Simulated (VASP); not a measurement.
# SiC (F-43m) in VASP: a series of runs

The runs below take SiC through single point, with PBE.

Program: VASP 6.6.1. These are calculated values, not measurements. Logs are shortened: lines on timing, memory, paths and dates and some standing lists are left out, and cuts for length are marked.

## (1) The cell of the first run

It takes space group F-43m (No. 216, cubic). Conventional cell: a = 4.380 Å, b = 4.380 Å, c = 4.380 Å, α = 90.00°, β = 90.00°, γ = 90.00°. Si (site symmetry -43m) has 4 C at 1.90 Å within 2.5 Å. C (site symmetry -43m) has 4 Si at 1.90 Å within 2.5 Å.

## (2) Single point, PBE

Input file INCAR:

```
SYSTEM = SiC
PREC     = Accurate       ! precision mode
ENCUT    = 520            ! plane-wave cutoff, eV
EDIFF    = 1E-7           ! SCF threshold, eV
ISMEAR   = 0              ! smearing method
SIGMA    = 0.05           ! smearing width, eV
LREAL    = Auto         
LASPH    = .True.         ! aspherical terms in the spheres
NELM     = 100            ! most SCF steps
ALGO     = Normal         ! electronic algorithm
ISIF     = 2              ! what is computed and relaxed
LWAVE    = .False.        ! write WAVECAR
LCHARG   = .True.         ! write CHGCAR
GGA      = PE             ! functional
LELF     = .True.         ! ELF
LVHAR    = .True.       
NBANDS   = 46             ! bands
```

Input file KPOINTS:

```
Automatic mesh
0
Gamma
  6 6 6
  0 0 0
```

Input file POSCAR:

```
SiC
1.0
   -4.3797281900      4.3797281900      0.0000000000
   -4.3797281900      0.0000000000      4.3797281900
    0.0000000000      4.3797281900      4.3797281900
Si C
8 8
Direct
    0.5000000000      0.5000000000      0.0000000000
    0.0000000000      0.5000000000      0.0000000000
    0.5000000000      0.0000000000      0.0000000000
    0.5000000000      0.5000000000      0.5000000000
    0.0000000000      0.0000000000      0.0000000000
    0.0000000000      0.5000000000      0.5000000000
    0.5000000000      0.0000000000      0.5000000000
    0.0000000000      0.0000000000      0.5000000000
    0.6250000000      0.6250000000      0.1250000000
    0.1250000000      0.6250000000      0.1250000000
    0.6250000000      0.1250000000      0.1250000000
    0.6250000000      0.6250000000      0.6250000000
    0.1250000000      0.1250000000      0.1250000000
    0.1250000000      0.6250000000      0.6250000000
    0.6250000000      0.1250000000      0.6250000000
    0.1250000000      0.1250000000      0.6250000000
```

Potentials or basis: VASP PAW PBE potentials, release 64 (Si, C).

Run with:

```
$ cat potpaw_PBE.64/Si/POTCAR potpaw_PBE.64/C/POTCAR > POTCAR
$ mpirun -np 1 vasp_std > vasp.out
```

OUTCAR:

```text
SYSTEM = SiC
   PREC = Accurate
   ENCUT = 520
   EDIFF = 1E-7
   ISMEAR = 0
   LREAL = Auto
   LASPH = .True.
   NELM = 100
   ISIF = 2
   GGA = PE

 ion  position               nearest neighbor table
   1  0.500  0.500  0.000-   9 1.90  10 1.90  11 1.90  12 1.90   3 3.10   4 3.10   2 3.10   4 3.10
                             6 3.10   7 3.10   3 3.10   5 3.10   7 3.10   2 3.10   5 3.10   6 3.10
   2  0.000  0.500  0.000-   9 1.90  10 1.90  13 1.90  14 1.90   5 3.10   6 3.10   1 3.10   4 3.10
                             6 3.10   8 3.10   3 3.10   5 3.10   8 3.10   1 3.10   3 3.10   4 3.10
   3  0.500  0.000  0.000-   9 1.90  11 1.90  13 1.90  15 1.90   5 3.10   7 3.10   1 3.10   4 3.10
                             7 3.10   8 3.10   1 3.10   2 3.10   4 3.10   2 3.10   5 3.10   8 3.10
   4  0.500  0.500  0.500-   9 1.90  12 1.90  14 1.90  15 1.90   6 3.10   7 3.10   1 3.10   1 3.10
                             2 3.10   3 3.10   3 3.10   7 3.10   8 3.10   2 3.10   6 3.10   8 3.10
   5  0.000  0.000  0.000-  10 1.90  11 1.90  13 1.90  16 1.90   3 3.10   8 3.10   2 3.10   6 3.10
                             7 3.10   8 3.10   1 3.10   2 3.10   6 3.10   1 3.10   3 3.10   7 3.10
   6  0.000  0.500  0.500-  10 1.90  12 1.90  14 1.90  16 1.90   4 3.10   8 3.10   2 3.10   1 3.10
                             2 3.10   5 3.10   5 3.10   7 3.10   8 3.10   1 3.10   4 3.10   7 3.10
   7  0.500  0.000  0.500-  11 1.90  12 1.90  15 1.90  16 1.90   4 3.10   8 3.10   3 3.10   1 3.10
                             3 3.10   5 3.10   1 3.10   4 3.10   6 3.10   5 3.10   6 3.10   8 3.10
   8  0.000  0.000  0.500-  13 1.90  14 1.90  15 1.90  16 1.90   6 3.10   7 3.10   5 3.10   2 3.10
                             3 3.10   5 3.10   2 3.10   4 3.10   6 3.10   3 3.10   4 3.10   7 3.10
   9  0.625  0.625  0.125-   1 1.90   2 1.90   3 1.90   4 1.90
[... 13 lines left out ...]
 A1 = (  -4.3797281900,   4.3797281900,   0.0000000000)
 A2 = (  -4.3797281900,   0.0000000000,   4.3797281900)
 A3 = (   0.0000000000,   4.3797281900,   4.3797281900)

Analysis of symmetry for initial positions (statically):
=====================================================================
 Subroutine PRICEL returns following result:

  LATTYP: Found a face centered cubic cell.
 ALAT       =     4.3797281900

  Lattice vectors:

 A1 = (  -2.1898640950,   2.1898640950,   0.0000000000)
 A2 = (  -2.1898640950,   0.0000000000,   2.1898640950)
 A3 = (   0.0000000000,   2.1898640950,   2.1898640950)

   8 primitive cells build up your supercell.

 Routine SETGRP: Setting up the symmetry group for a
 face centered cubic supercell.

 Subroutine GETGRP returns: Found 24 space group operations
 (whereof 24 operations were pure point group operations)
 out of a pool of 48 trial point group operations.

The static configuration has the point symmetry T_d .

Analysis of symmetry for dynamics (positions and initial velocities):
[... 124 lines left out ...]
   NUPDOWN=      -1.0000    fix difference up-down
   EMIN   =  10.00;   EMAX   =-10.00  energy-range for DOS
   EFERMI =   0.00;   METHOD = LEGACY
   ISMEAR =     0;   SIGMA  =   0.05  broadening in eV -4-tet -1-fermi 0-gaus
   EFERMI_NEDOS =   21; number of points for ismear=-14 and -15
   IALGO  =     38    algorithm
   IMIX   =      4    mixing-type and parameters
     AMIX     =   0.40;   BMIX     =  1.00
     AMIX_MAG =   1.60;   BMIX_MAG =  1.00
  volume/ion in A,a.u.               =      10.50        70.87
  Fermi-wavevector in a.u.,A,eV,Ry     =   1.186709  2.242555 19.160797  1.408279
  Thomas-Fermi vector in A             =   2.322876
   LORBIT       =      0    0 simple, 1 ext, 2 COOP (PROOUT), +10 PAW based schemes
   GGA     = PE    functional components
   LHFCALC =     F    Hartree Fock is set to
   AEXX    =    0.0000 exact exchange contribution
   IVDW    =     0    specifies the selected vdW correction
   LEPSILON=     F    determine dielectric tensor
   LRPA    =     F    only Hartree local field effects (RPA)
 non-spin polarized calculation
 Gauss-broadening in eV      SIGMA  =   0.05
  energy-cutoff  :      520.00
  volume of cell :      168.02
 maximum number of plane-waves:      4573
 NGX is ok and might be reduce to    48
   NGX = 23   NGY = 23   NGZ = 23

 number of electron      64.0000010 magnetization

 Free energy of the ion-electron system (eV)
  ---------------------------------------------------
  ext. energy  EPLUGINS =         0.00000000
  ---------------------------------------------------
  free energy    TOTEN  =      -120.49091680 eV

  energy without entropy =     -120.49091680  energy(sigma->0) =     -120.49091680

 E-fermi :   8.2187     XC(G=0): -11.2912

 val. band max:        7.9403235463   @ k =   0.0000   0.0000   0.0000
 cond. band min:       9.3109280296   @ k =   0.0000   0.0000   0.0000
 fundamental gap:      1.3706044833
 Fermi energy:         8.2187203107

 k-point     1 :       0.0000    0.0000    0.0000
  band No.  band energies     occupation
      1      -7.3464      2.00000
      2      -3.8354      2.00000
      3      -3.8354      2.00000
      4      -3.8354      2.00000
      5      -3.8354      2.00000
      6      -2.3993      2.00000
[... 741 lines left out ...]
     43      15.6017      0.00000
     44      15.6017      0.00000
 [bands above 44 left out]

------------------------ aborting loop because EDIFF is reached ----------------------------------------

  FORCE on cell =-STRESS in cart. coord.  units (eV):
  Direction    XX          YY          ZZ          XY          YZ          ZX
  --------------------------------------------------------------------------------------
  -------------------------------------------------------------------------------------
  Total       -0.0453342     -0.0453342     -0.0453342     -0.0000000      0.0000000      0.0000000
  in kB       -0.4322804     -0.4322804     -0.4322804     -0.0000000      0.0000000      0.0000000
  external PRESSURE =      -0.4322804 kB  Pullay stress =       0.0000000 kB

 VOLUME and BASIS-vectors are now :
 -----------------------------------------------------------------------------
  energy-cutoff  :      520.00
  volume of cell :      168.02
      direct lattice vectors                 reciprocal lattice vectors
    -4.379728190  4.379728190  0.000000000    -0.114162336  0.114162336 -0.114162336
    -4.379728190  0.000000000  4.379728190    -0.114162336 -0.114162336  0.114162336
     0.000000000  4.379728190  4.379728190     0.114162336  0.114162336  0.114162336

 POSITION                                       TOTAL-FORCE (eV/Angst)
 -----------------------------------------------------------------------------------
     -4.37973      2.18986      2.18986         0.000000     -0.000000     -0.000000
     -2.18986      0.00000      2.18986         0.000000     -0.000000     -0.000000
     -2.18986      2.18986      0.00000         0.000000     -0.000000     -0.000000
     -4.37973      4.37973      4.37973        -0.000000     -0.000000     -0.000000
      0.00000      0.00000      0.00000        -0.000000     -0.000000     -0.000000
     -2.18986      2.18986      4.37973         0.000000     -0.000000     -0.000000
[... 8 lines left out ...]
     -3.28480      5.47466      3.28480        -0.000000      0.000000      0.000000
     -1.09493      3.28480      3.28480        -0.000000      0.000000      0.000000
 -----------------------------------------------------------------------------------
    total drift:                               -0.000001      0.000001      0.000001

  FREE ENERGIE OF THE ION-ELECTRON SYSTEM (eV)
  ---------------------------------------------------
  free  energy   TOTEN  =      -120.4909167966 eV

  energy  without entropy=     -120.4909167966  energy(sigma->0) =     -120.49091680
```

OSZICAR:

```text
N       E                     dE             d eps       ncg     rms          rms(c)
DAV:   1     0.176751976614E+03    0.17675E+03   -0.29094E+04  1472   0.125E+03
DAV:   2    -0.117310065074E+03   -0.29406E+03   -0.27551E+03  1876   0.219E+02
DAV:   3    -0.134696309462E+03   -0.17386E+02   -0.17247E+02  1904   0.511E+01
DAV:   4    -0.134993887948E+03   -0.29758E+00   -0.29699E+00  1866   0.756E+00
DAV:   5    -0.135000588279E+03   -0.67003E-02   -0.66953E-02  1850   0.108E+00    0.245E+01
DAV:   6    -0.120844967905E+03    0.14156E+02   -0.43946E+01  1758   0.216E+01    0.109E+01
DAV:   7    -0.120555442645E+03    0.28953E+00   -0.40709E+00  1922   0.679E+00    0.487E+00
DAV:   8    -0.120495051388E+03    0.60391E-01   -0.25428E-01  1742   0.187E+00    0.122E+00
DAV:   9    -0.120489871556E+03    0.51798E-02   -0.37125E-02  1826   0.748E-01    0.225E-01
DAV:  10    -0.120490801072E+03   -0.92952E-03   -0.36617E-03  1828   0.228E-01    0.113E-01
DAV:  11    -0.120490908731E+03   -0.10766E-03   -0.48456E-04  1684   0.973E-02    0.290E-02
DAV:  12    -0.120490914787E+03   -0.60558E-05   -0.20567E-05  1782   0.192E-02    0.951E-03
DAV:  13    -0.120490916149E+03   -0.13626E-05   -0.86109E-07  1928   0.362E-03    0.175E-03
DAV:  14    -0.120490917211E+03   -0.10613E-05   -0.20795E-07  1212   0.207E-03    0.313E-03
DAV:  15    -0.120490916887E+03    0.32392E-06   -0.17837E-08  1064   0.579E-04    0.621E-04
DAV:  16    -0.120490916797E+03    0.90151E-07   -0.19437E-08  1032   0.459E-04
   1 F= -.12049092E+03 E0= -.12049092E+03  d E =-.134611E-16
```

stdout:

```text
POSCAR found type information on POSCAR SiC
 POSCAR found :  2 types and      16 ions
 scaLAPACK will be used
 LDA part: xc-table for (Slater+PW92), standard interpolation
 POSCAR, INCAR and KPOINTS ok, starting setup
 FFT: planning ... GRIDC
 FFT: planning ... GRID_SOFT
 FFT: planning ... GRID
 WAVECAR not read
 entering main loop
```

Run time: 4.1 min. Hardware: 1 thread of AMD EPYC 7R43 (Zen 3), shared host; peak memory 0.3 GiB.

What came out:

```yaml
Free_energy: -120.4909 eV
Pressure: 0.0 GPa
Band_gap_on_the_k_mesh: 1.37 eV
```

Levels at points of the mesh, in eV from the valence-band top:
```csv
k point,band 29,band 30,band 31,band 32,band 33,band 34,band 35,band 36
"(0.00, 0.00, 0.00)",-1.05,0.00,0.00,0.00,1.37,1.37,1.37,4.27
"(0.50, 0.00, 0.00)",-0.60,-0.60,-0.60,-0.60,3.71,3.71,3.71,3.71
"(0.50, 0.50, 0.00)",-1.18,-1.18,-1.18,-1.18,4.01,4.01,5.19,5.19
```

A k mesh can miss the band edges.

## (3) Single point, PBE (strained)

Input file INCAR:

```
PREC     = Accurate       # precision mode
ENCUT    = 520            # plane-wave cutoff, eV
EDIFF    = 1E-7           # SCF threshold, eV
ISMEAR   = 0              # smearing method
SIGMA    = 0.02           # smearing width, eV
LREAL    = F              # projectors in reciprocal space
LASPH    = T              # aspherical terms in the spheres
NELM     = 60             # most SCF steps
ALGO     = Normal         # electronic algorithm
ISIF     = 2              # what is computed and relaxed
LWAVE    = F              # write WAVECAR
LCHARG   = T              # write CHGCAR
GGA      = PE             # functional
LELF     = T              # ELF
LVHAR    = T            
NBANDS   = 11             # bands
```

Input file KPOINTS:

```
Automatic mesh
0
Gamma
  12 12 12
```

Input file POSCAR:

```
SiC
1.0
    0.0000000000      2.2089144400      2.2089144400
    2.2089144400      0.0000000000      2.2089144400
    2.2089144400      2.2089144400      0.0000000000
Si C
1 1
Direct
    0.0000000000      0.0000000000      0.0000000000
    0.7500000000      0.7500000000      0.7500000000
```

Potentials or basis: VASP PAW PBE potentials, release 64 (Si, C).

Run with:

```
$ cat potpaw_PBE.64/Si/POTCAR potpaw_PBE.64/C/POTCAR > POTCAR
$ mpirun -np 1 vasp_std > vasp.out
```

OUTCAR:

```text
PREC = Accurate
   ENCUT = 520
   EDIFF = 1E-7
   ISMEAR = 0
   LREAL = F
   LASPH = T
   NELM = 60
   ISIF = 2
   GGA = PE

 ion  position               nearest neighbor table
   1  0.000  0.000  0.000-   2 1.91   2 1.91   2 1.91   2 1.91
   2  0.750  0.750  0.750-   1 1.91   1 1.91   1 1.91   1 1.91

  LATTYP: Found a face centered cubic cell.
 ALAT       =     4.4178288800

  Lattice vectors:

 A1 = (   0.0000000000,   2.2089144400,   2.2089144400)
 A2 = (   2.2089144400,   0.0000000000,   2.2089144400)
 A3 = (   2.2089144400,   2.2089144400,   0.0000000000)

Analysis of symmetry for initial positions (statically):
=====================================================================
 Subroutine PRICEL returns:
 Original cell was already a primitive cell.

 Routine SETGRP: Setting up the symmetry group for a
 face centered cubic supercell.

 Subroutine GETGRP returns: Found 24 space group operations
 (whereof 24 operations were pure point group operations)
 out of a pool of 48 trial point group operations.

The static configuration has the point symmetry T_d .

Analysis of symmetry for dynamics (positions and initial velocities):
=====================================================================
 Subroutine PRICEL returns:
 Original cell was already a primitive cell.

 Routine SETGRP: Setting up the symmetry group for a
 face centered cubic supercell.

 Subroutine GETGRP returns: Found 24 space group operations
 (whereof 24 operations were pure point group operations)
 out of a pool of 48 trial point group operations.

The dynamic configuration has the point symmetry T_d .

 Subroutine INISYM returns: Found 24 space group operations
 (whereof 24 operations are pure point group operations),
 and found     1 'primitive' translations

----------------------------------------------------------------------------------------

                                     Primitive cell

  volume of cell :      21.5559

  direct lattice vectors                    reciprocal lattice vectors
     0.000000000  2.208914440  2.208914440    -0.226355531  0.226355531  0.226355531
[... 117 lines left out ...]
 non-spin polarized calculation
 Gauss-broadening in eV      SIGMA  =   0.02
  energy-cutoff  :      520.00
  volume of cell :       21.56
 maximum number of plane-waves:       604
   NGX = 11   NGY = 11   NGZ = 11

 number of electron       8.0000001 magnetization

 Free energy of the ion-electron system (eV)
  ---------------------------------------------------
  ext. energy  EPLUGINS =         0.00000000
  ---------------------------------------------------
  free energy    TOTEN  =       -15.05171430 eV

  energy without entropy =      -15.05171430  energy(sigma->0) =      -15.05171430

 E-fermi :   7.7874     XC(G=0): -11.1784

 val. band max:        7.6542434734   @ k =   0.0000   0.0000   0.0000
 cond. band min:       9.0481035236   @ k =   0.5000   0.5000   0.0000
 fundamental gap:      1.3938600502
 Fermi energy:         7.7873677680

 k-point     1 :       0.0000    0.0000    0.0000
  band No.  band energies     occupation
      1      -7.4315      2.00000
      2       7.6542      2.00000
      3       7.6542      2.00000
      4       7.6542      2.00000
      5      13.4105      0.00000
      6      14.6834      0.00000
      7      14.6834      0.00000
      8      14.6834      0.00000
      9      21.9248      0.00000
     10      21.9248      0.00000
     11      23.5096      0.00000
[... 309 lines left out ...]
 k-point    24 :      -0.4167    0.1667    0.0000
  band No.  band energies     occupation
      1      -3.6998      2.00000
      2      -0.1608      2.00000
      3       4.6205      2.00000
      4       6.1687      2.00000
      5      12.6623      0.00000
      6      15.0725      0.00000
      7      15.9843      0.00000
      8      18.4512      0.00000
      9      21.9557      0.00000
     10      22.7088      0.00000
     11      25.3608      0.00000

 [... further k-points ...]

------------------------ aborting loop because EDIFF is reached ----------------------------------------

  FORCE on cell =-STRESS in cart. coord.  units (eV):
  Direction    XX          YY          ZZ          XY          YZ          ZX
  --------------------------------------------------------------------------------------
  -------------------------------------------------------------------------------------
  Total       -0.7114564     -0.7114564     -0.7114564      0.0000000      0.0000000      0.0000000
  in kB      -52.8800924    -52.8800924    -52.8800924      0.0000000      0.0000000      0.0000000
  external PRESSURE =     -52.8800924 kB  Pullay stress =       0.0000000 kB

 VOLUME and BASIS-vectors are now :
 -----------------------------------------------------------------------------
  energy-cutoff  :      520.00
  volume of cell :       21.56
      direct lattice vectors                 reciprocal lattice vectors
     0.000000000  2.208914440  2.208914440    -0.226355531  0.226355531  0.226355531
     2.208914440  0.000000000  2.208914440     0.226355531 -0.226355531  0.226355531
     2.208914440  2.208914440  0.000000000     0.226355531  0.226355531 -0.226355531

 POSITION                                       TOTAL-FORCE (eV/Angst)
 -----------------------------------------------------------------------------------
      0.00000      0.00000      0.00000        -0.000000     -0.000000     -0.000000
      3.31337      3.31337      3.31337         0.000000      0.000000      0.000000
 -----------------------------------------------------------------------------------
    total drift:                               -0.000000     -0.000000     -0.000000

  FREE ENERGIE OF THE ION-ELECTRON SYSTEM (eV)
  ---------------------------------------------------
  free  energy   TOTEN  =       -15.0517143026 eV

  energy  without entropy=      -15.0517143026  energy(sigma->0) =      -15.05171430
```

Run time: 13 s. Hardware: 1 thread of Intel Xeon 8259CL, shared host; peak memory 0.14 GiB.

Results:

```
Free energy            : -15.0517 eV
Pressure               : -5.3 GPa
Band gap on the k mesh : 1.39 eV (least direct gap 4.50 eV)
```

Levels at points of the mesh, in eV from the valence-band top:
| k point | band 1 | band 2 | band 3 | band 4 | band 5 | band 6 | band 7 | band 8 |
| --- | --- | --- | --- | --- | --- | --- | --- | --- |
| (0.00, 0.00, 0.00) | -15.09 | 0.00 | 0.00 | 0.00 | 5.76 | 7.03 | 7.03 | 7.03 |
| (0.50, 0.00, 0.00) | -11.67 | -8.31 | -1.04 | -1.04 | 5.07 | 7.06 | 7.06 | 9.83 |
| (0.50, 0.50, 0.00) | -10.26 | -7.67 | -3.11 | -3.11 | 1.39 | 4.18 | 13.56 | 13.56 |

Caveat: the cell differs from its parent crystal (strained); the cell stands under tension. A k mesh can miss the band edges.

[end of part 1 of 2]
